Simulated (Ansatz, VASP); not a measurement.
**V in VASP and in Ansatz**

```
V
1.0
    -1.46365    1.46365    1.46365
     1.46365   -1.46365    1.46365
     1.46365    1.46365   -1.46365
V
1
Direct
  0.00000 0.00000 0.00000
```

Alike in both runs: task single point; functional LDA; k mesh 15 × 15 × 15; no spin polarisation.

|  | VASP | Ansatz |
| --- | --- | --- |
| version | VASP 6.6.1 | Ansatz 0.2.0 |
| potentials or method | VASP PAW LDA potentials, release 64 (V_sv), cutoff 520 eV | plane waves (420 eV) with PAW, scalar-relativistic |
| occupations | methfessel-paxton of order 1, width 0.2 eV | cold, width 0.2 eV |
| valence electrons in the cell | 13 | 13 |

```csv
,VASP,Ansatz,Ansatz less VASP
pressure (GPa),0.2,-0.4,-0.54
```

Ansatz warns that its potentials were made for another functional, while VASP's fit it. LDA's correlation is that of Perdew and Zunger in VASP and of Perdew and Wang (1992) in Ansatz.
